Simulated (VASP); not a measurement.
# TiTe2 in VASP: a series of runs

Runs on TiTe2. Level: PBE+D3(BJ). Tasks: single point.

Program: VASP 6.6.1. These are calculated values, not measurements. Logs are shortened: lines on timing, memory, paths and dates and some standing lists are left out, and cuts for length are marked.

### 1 The cell of the first run

The cell holds a slab with vacuum, 6 atoms: a = 3.679 Å, b = 3.679 Å, c = 24.550 Å, α = 90.00°, β = 90.00°, γ = 120.00°.

### 2 Single point, PBE+D3(BJ)

Input file INCAR:

```
PREC     = Accurate       # precision mode
ENCUT    = 520            # plane-wave cutoff, eV
EDIFF    = 1E-6           # SCF threshold, eV
ISMEAR   = 0              # smearing method
SIGMA    = 0.1            # smearing width, eV
LREAL    = False          # projectors in reciprocal space
LASPH    = True           # aspherical terms in the spheres
NELM     = 60             # most SCF steps
ALGO     = Normal         # electronic algorithm
ISIF     = 2              # what is computed and relaxed
LWAVE    = False          # write WAVECAR
LCHARG   = False          # write CHGCAR
LDIPOL   = True         
IDIPOL   = 3            
DIPOL    = 0.5 0.5 0.403
GGA      = PE             # functional
IVDW     = 12             # dispersion correction
NBANDS   = 33             # bands
```

Input file KPOINTS:

```
Automatic mesh
0
Gamma
  9 9 1
```

Input file POSCAR:

```
TiTe2
1.0
    3.6786896756      0.0000000000      0.0000000000
   -1.8393448378      3.1858387117      0.0000000000
    0.0000000000      0.0000000000     24.5502267604
Te Ti
4 2
Direct
    0.3333333333      0.6666666667      0.1832976959
    0.6666666667      0.3333333333      0.3268855094
    0.6666666667      0.3333333333      0.4788189329
    1.0000000000      0.0000000000      0.6224067464
    0.0000000000      0.0000000000      0.2550916027
    0.3333333333     -0.3333333333      0.5506128396
```

Potentials or basis: VASP PAW PBE potentials, release 64 (Te, Ti_sv).

Launch:

```bash
$ cat potpaw_PBE.64/Te/POTCAR potpaw_PBE.64/Ti_sv/POTCAR > POTCAR
$ mpirun -np 1 vasp_std > vasp.out
```

OUTCAR:

```text
PREC = Accurate
   ENCUT = 520
   EDIFF = 1E-6
   ISMEAR = 0
   LREAL = False
   LASPH = True
   NELM = 60
   ISIF = 2
   GGA = PE
   IVDW = 12
 IVDW          = 12

 ion  position               nearest neighbor table
   1  0.333  0.667  0.183-   5 2.76   5 2.76   5 2.76
   2  0.667  0.333  0.327-   5 2.76   5 2.76   5 2.76
   3  0.667  0.333  0.479-   6 2.76   6 2.76   6 2.76
   4  0.000  0.000  0.622-   6 2.76   6 2.76   6 2.76
   5  0.000  0.000  0.255-   2 2.76   2 2.76   2 2.76   1 2.76   1 2.76   1 2.76
   6  0.333  0.667  0.551-   3 2.76   3 2.76   3 2.76   4 2.76   4 2.76   4 2.76

  LATTYP: Found a hexagonal cell.
 ALAT       =     3.6786896756
 C/A-ratio  =     6.6736335286

  Lattice vectors:

 A1 = (   3.6786896756,   0.0000000000,   0.0000000000)
 A2 = (  -1.8393448378,   3.1858387117,   0.0000000000)
 A3 = (   0.0000000000,   0.0000000000,  24.5502267604)

Analysis of symmetry for initial positions (statically):
=====================================================================
 Subroutine PRICEL returns:
 Original cell was already a primitive cell.

 Routine SETGRP: Setting up the symmetry group for a
 hexagonal supercell.

 Subroutine GETGRP returns: Found 12 space group operations
 (whereof  6 operations were pure point group operations)
 out of a pool of 24 trial point group operations.

The static configuration has the point symmetry C_3v.
 The point group associated with its full space group is D_3d.

Analysis of symmetry for dynamics (positions and initial velocities):
=====================================================================
 Subroutine PRICEL returns:
 Original cell was already a primitive cell.

 Routine SETGRP: Setting up the symmetry group for a
 hexagonal supercell.

 Subroutine GETGRP returns: Found 12 space group operations
 (whereof  6 operations were pure point group operations)
 out of a pool of 24 trial point group operations.

The dynamic configuration has the point symmetry C_3v.
 The point group associated with its full space group is D_3d.

 Subroutine INISYM returns: Found 12 space group operations
 (whereof  6 operations are pure point group operations),
 and found     1 'primitive' translations

----------------------------------------------------------------------------------------

                                     Primitive cell

  volume of cell :     287.7216

  direct lattice vectors                    reciprocal lattice vectors
     3.678689676  0.000000000  0.000000000     0.271835922  0.156944543  0.000000000
    -1.839344838  3.185838712  0.000000000     0.000000000  0.313889086  0.000000000
     0.000000000  0.000000000 24.550226760     0.000000000  0.000000000  0.040732821

  length of vectors
     3.678689676  3.678689676 24.550226760     0.313889086  0.313889086  0.040732821

  position of ions in fractional coordinates (direct lattice)
     0.333333333  0.666666667  0.183297696
     0.666666667  0.333333333  0.326885509
     0.666666667  0.333333333  0.478818933
     0.000000000  0.000000000  0.622406746
     0.000000000  0.000000000  0.255091603
     0.333333333  0.666666667  0.550612840

  ion indices of the primitive-cell ions
   primitive index   ion index
                 1           1
                 2           2
                 3           3
                 4           4
                 5           5
                 6           6

----------------------------------------------------------------------------------------

 KPOINTS: Automatic mesh

Automatic generation of k-mesh.
 Grid dimensions read from file:
 generate k-points for:    9    9    1

 Generating k-lattice:

  Cartesian coordinates                     Fractional coordinates (reciprocal lattice)
     0.030203991  0.017438283  0.000000000     0.111111111  0.000000000  0.000000000
     0.000000000  0.034876565  0.000000000     0.000000000  0.111111111  0.000000000
     0.000000000  0.000000000  0.040732821     0.000000000  0.000000000  1.000000000

  Length of vectors
     0.034876565  0.034876565  0.040732821

  Shift w.r.t. Gamma in fractional coordinates (k-lattice)
     0.000000000  0.000000000  0.000000000

 Subroutine IBZKPT returns following result:
 ===========================================

 Found     12 irreducible k-points:

 Following reciprocal coordinates:
            Coordinates               Weight
  0.000000  0.000000  0.000000      1.000000
  0.111111  0.000000  0.000000      6.000000
  0.222222  0.000000  0.000000      6.000000
  0.333333  0.000000  0.000000      6.000000
  0.444444  0.000000  0.000000      6.000000
  0.111111  0.111111  0.000000      6.000000
  0.222222  0.111111  0.000000     12.000000
  0.333333  0.111111  0.000000     12.000000
  0.444444  0.111111  0.000000      6.000000
  0.222222  0.222222  0.000000      6.000000
  0.333333  0.222222  0.000000     12.000000
  0.333333  0.333333  0.000000      2.000000
   k-points           NKPTS =     12   k-points in BZ     NKDIM =     12   number of bands    NBANDS=     33
   number of dos      NEDOS =    301   number of ions     NIONS =      6
   total plane-waves  NPLWV = 150528
   dimension x,y,z NGX =    28 NGY =   28 NGZ =  192
   dimension x,y,z NGXF=    56 NGYF=   56 NGZF=  384
   ions per type =               4   2
   NGX,Y,Z   is equivalent  to a cutoff of  12.65, 12.65, 13.00 a.u.
   NGXF,Y,Z  is equivalent  to a cutoff of  25.31, 25.31, 26.00 a.u.
 SYSTEM =  unknown system
   PREC   = accura    normal or accurate (medium, high low for compatibility)
   ISTART =      0    job   : 0-new  1-cont  2-samecut
   ICHARG =      2    charge: 1-file 2-atom 10-const
   ISPIN  =      1    spin polarized calculation?
   LNONCOLLINEAR =      F non collinear calculations
   LSORBIT =      F    spin-orbit coupling
   LASPH  =      T    aspherical Exc in radial PAW
   ENCUT  =  520.0 eV  38.22 Ry    6.18 a.u.   6.84  6.84 45.65*2*pi/ulx,y,z
   NELM   =     60;   NELMIN=  2; NELMDL= -5     # of ELM steps
   EDIFF  = 0.1E-05   stopping-criterion for ELM
   LREAL  =      F    real-space projection
   EDIFFG = 0.1E-04   stopping-criterion for IOM
   NSW    =      0    number of steps for IOM
   IBRION =     -1    ionic relax: 0-MD 1-quasi-New 2-CG
   NFREE  =      0    steps in history (QN), initial steepest desc. (CG)
   ISIF   =      2    stress and relaxation
   ISYM   =      2    0-nonsym 1-usesym 2-fastsym
   POTIM  = 0.5000    time-step for ionic-motion
   TEBEG  =    0.0;   TEEND  =   0.0 temperature during run
   PSTRESS=    0.0 pullay stress
   NELECT =      48.0000    total number of electrons
   NUPDOWN=      -1.0000    fix difference up-down
   EMIN   =  10.00;   EMAX   =-10.00  energy-range for DOS
   EFERMI =   0.00;   METHOD = LEGACY
   ISMEAR =     0;   SIGMA  =   0.10  broadening in eV -4-tet -1-fermi 0-gaus
   EFERMI_NEDOS =   21; number of points for ismear=-14 and -15
   IALGO  =     38    algorithm
   IMIX   =      4    mixing-type and parameters
     AMIX     =   0.40;   BMIX     =  1.00
     AMIX_MAG =   1.60;   BMIX_MAG =  1.00
  volume/ion in A,a.u.               =      47.95       323.61
  Fermi-wavevector in a.u.,A,eV,Ry     =   0.901221  1.703060 11.050632  0.812199
  Thomas-Fermi vector in A             =   2.024275
   LORBIT       =      0    0 simple, 1 ext, 2 COOP (PROOUT), +10 PAW based schemes
   GGA     = PE    functional components
   LHFCALC =     F    Hartree Fock is set to
   AEXX    =    0.0000 exact exchange contribution
   IVDW    =    12    specifies the selected vdW correction
   LEPSILON=     F    determine dielectric tensor
   LRPA    =     F    only Hartree local field effects (RPA)
 non-spin polarized calculation
 Gauss-broadening in eV      SIGMA  =   0.10
  energy-cutoff  :      520.00
  volume of cell :      287.72
 maximum number of plane-waves:      7779
 NGX is ok and might be reduce to    28
   NGX = 13   NGY = 13   NGZ = 91

 dipolmoment           0.000000      0.000000      0.000097 electrons x Angstroem

 number of electron      48.0000002 magnetization

 dipolmoment           0.000000      0.000000     -0.000006 electrons x Angstroem

 Free energy of the ion-electron system (eV)
  ---------------------------------------------------
  ext. energy  EPLUGINS =         0.00000000
  ---------------------------------------------------
  free energy    TOTEN  =       -32.30620868 eV

  energy without entropy =      -32.29671483  energy(sigma->0) =      -32.30146175

 E-fermi :   1.6221     XC(G=0):  -5.9715

 val. band max:        1.5763629775   @ k =   0.4444   0.0000   0.0000
 cond. band min:       1.6932706347   @ k =   0.3333   0.0000   0.0000
 fundamental gap:      0.1169076572
 Fermi energy:         1.6221262135

 k-point     1 :       0.0000    0.0000    0.0000
  band No.  band energies     occupation
      1     -55.7257      2.00000
      2     -55.7256      2.00000
      3     -31.9771      2.00000
      4     -31.9771      2.00000
      5     -31.9771      2.00000
      6     -31.9771      2.00000
[... 25 lines left out ...]
     32       5.1268      0.00000
     33       5.2494      0.00000

 k-point     2 :       0.1111    0.0000    0.0000
  band No.  band energies     occupation
      1     -55.7252      2.00000
      2     -55.7251      2.00000
      3     -31.9835      2.00000
      4     -31.9835      2.00000
      5     -31.9786      2.00000
      6     -31.9786      2.00000
[... 25 lines left out ...]
     32       4.5472      0.00000
     33       4.9389      0.00000
[... 322 lines left out ...]
     32       3.8593      0.00000
     33       4.6154      0.00000

 k-point    12 :       0.3333    0.3333    0.0000
  band No.  band energies     occupation
      1     -55.7209      2.00000
      2     -55.7209      2.00000
      3     -32.0148      2.00000
      4     -32.0148      2.00000
      5     -32.0147      2.00000
      6     -32.0147      2.00000
[... 25 lines left out ...]
     32       4.1515      0.00000
     33       4.1521      0.00000

------------------------ aborting loop because EDIFF is reached ----------------------------------------

 vacuum level on the upper side and lower side of the slab       (xc-potential included)        -0.139        -0.139

 Edisp (eV)   -2.46320

 E8    (eV) :    -1.1718

  FORCE on cell =-STRESS in cart. coord.  units (eV):
  Direction    XX          YY          ZZ          XY          YZ          ZX
  --------------------------------------------------------------------------------------
  -------------------------------------------------------------------------------------
  Total      -0.14566    -0.14566    -0.18699     0.00000     0.00000     0.00000
  in kB      -0.81111    -0.81111    -1.04123     0.00000     0.00000     0.00000
  external pressure =       -0.89 kB  Pullay stress =        0.00 kB

 VOLUME and BASIS-vectors are now :
 -----------------------------------------------------------------------------
  energy-cutoff  :      520.00
  volume of cell :      287.72
      direct lattice vectors                 reciprocal lattice vectors
     3.678689676  0.000000000  0.000000000     0.271835922  0.156944543  0.000000000
    -1.839344838  3.185838712  0.000000000     0.000000000  0.313889086  0.000000000
     0.000000000  0.000000000 24.550226760     0.000000000  0.000000000  0.040732821

 POSITION                                       TOTAL-FORCE (eV/Angst)
 -----------------------------------------------------------------------------------
     -0.00000      2.12389      4.50000        -0.000000      0.000000     -0.030242
      1.83934      1.06195      8.02511         0.000000     -0.000000     -0.113977
      1.83934      1.06195     11.75511        -0.000000      0.000000      0.113977
      0.00000      0.00000     15.28023         0.000000     -0.000000      0.030242
      0.00000      0.00000      6.26256        -0.000000      0.000000      0.121043
     -0.00000      2.12389     13.51767         0.000000      0.000000     -0.121043
 -----------------------------------------------------------------------------------
    total drift:                                0.000000     -0.000000     -0.000221

  FREE ENERGIE OF THE ION-ELECTRON SYSTEM (eV)
  ---------------------------------------------------
  free  energy   TOTEN  =       -34.7694076123 eV

  energy  without entropy=      -34.7599137590  energy(sigma->0) =      -34.76466069

 vacuum level on the upper side and lower side of the slab         6.360         6.361
```

Wall time 1.9 min (1 thread of Intel Xeon 6975P-C (Granite Rapids), shared host); peak memory 0.4 GiB.

What came out:

```
Free energy                : -34.7694 eV
Largest force              : 0.121 eV/Å
Band gap on the k mesh     : zero (bands 24 and 25 overlap by 0.72 eV)
Dispersion energy per atom : -0.411 eV
```

Forces on the atoms (eV/Å):
```
Te   0.000  0.000 -0.030
Te   0.000  0.000 -0.114
Te   0.000  0.000  0.114
Te   0.000  0.000  0.030
Ti   0.000  0.000  0.121
Ti   0.000  0.000 -0.121
```

Caveat: spin-orbit coupling is left out, which moves the levels of the heavy elements.

### 3 Single point, PBE+D3(BJ) (layers slid over each other)

Input file INCAR:

```
SYSTEM = TiTe2
  PREC = Accurate
  ENCUT = 520
  EDIFF = 1E-6
  ISMEAR = 0
  SIGMA = 0.1
  LREAL = .False.
  LASPH = .True.
  NELM = 60
  ALGO = Normal
  ISIF = 2
  LWAVE = .False.
  LCHARG = .False.
  LDIPOL = .True.
  IDIPOL = 3
  DIPOL = 0.5 0.5 0.403
  GGA = PE
  IVDW = 12
  NBANDS = 33
```

Input file KPOINTS:

```
Automatic mesh
0
Gamma
  9 9 1
  0 0 0
```

Input file POSCAR:

```
TiTe2
1.0
    3.6786896756      0.0000000000      0.0000000000
   -1.8393448378      3.1858387117      0.0000000000
    0.0000000000      0.0000000000     24.5502267604
Te Ti
4 2
Direct
    0.3333333333      0.6666666667      0.1832976959
    0.6666666667      0.3333333333      0.3268855094
    1.0000000000      1.0000000000      0.4788189329
    1.3333333333      0.6666666667      0.6224067464
    0.0000000000      0.0000000000      0.2550916027
    0.6666666667      0.3333333333      0.5506128396
```

Potentials or basis: VASP PAW PBE potentials, release 64 (Te, Ti_sv).

Launch:

```bash
$ cat potpaw_PBE.64/Te/POTCAR potpaw_PBE.64/Ti_sv/POTCAR > POTCAR
$ mpirun -np 1 vasp_std > vasp.out
```

Wall time 1.8 min (1 thread of Intel Xeon 6975P-C (Granite Rapids), shared host); peak memory 0.41 GiB.

The run converged. Its results:

| Quantity | Value |
| --- | --- |
| Free energy | -34.8337 eV |
| Largest force | 0.100 eV/Å |
| Band gap on the k mesh | zero (bands 24 and 25 overlap by 0.71 eV) |
| Dispersion energy per atom | -0.411 eV |

Forces in eV/Å, atoms in the order of the input:
```
Te   0.000  0.000 -0.014
Te   0.000  0.000  0.100
Te   0.000  0.000 -0.100
Te   0.000  0.000  0.014
Ti   0.000  0.000  0.072
Ti   0.000  0.000 -0.072
```

Levels at points of the mesh, in eV from the Fermi level:
| k point | band 20 | band 21 | band 22 | band 23 | band 24 | band 25 | band 26 | band 27 | band 28 | band 29 |
| --- | --- | --- | --- | --- | --- | --- | --- | --- | --- | --- |
| (0.00, 0.00, 0.00) | -1.05 | 0.42 | 0.55 | 0.55 | 0.56 | 0.56 | 0.71 | 1.41 | 1.41 | 1.46 |

Caveat: the cell differs from its parent crystal (layers slid over each other); spin-orbit coupling is left out, which moves the levels of the heavy elements.

[end of part 1 of 2]
